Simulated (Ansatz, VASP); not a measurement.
**One calculation of Rb, two programs**

```
CELL_PARAMETERS angstrom
-2.86729 2.86729 2.86729
2.86729 -2.86729 2.86729
2.86729 2.86729 -2.86729
ATOMIC_POSITIONS crystal
Rb 0.00000 0.00000 0.00000
```

Alike in both runs: task single point; functional PBEsol; k mesh 10 × 10 × 10; occupations gaussian, width 0.1 eV; no spin polarisation.

```csv
,VASP,Ansatz
version,VASP 6.6.1,Ansatz 0.2.0
potentials or method,"VASP PAW PBE potentials, release 64 (Rb_sv), cutoff 520 eV","scalar-relativistic, plane waves, PAW"
valence electrons in the cell,9,9
```

|  | VASP | Ansatz | Ansatz less VASP |
| --- | --- | --- | --- |
| gap on the k mesh at the Fermi level (eV) | none | none | - |
| pressure (GPa) | -0.2 | -0.2 | 0.00 |

VASP's potentials were made for PBE, not for PBEsol. A gap of «none» marks a metal or a gap that the smearing closes.
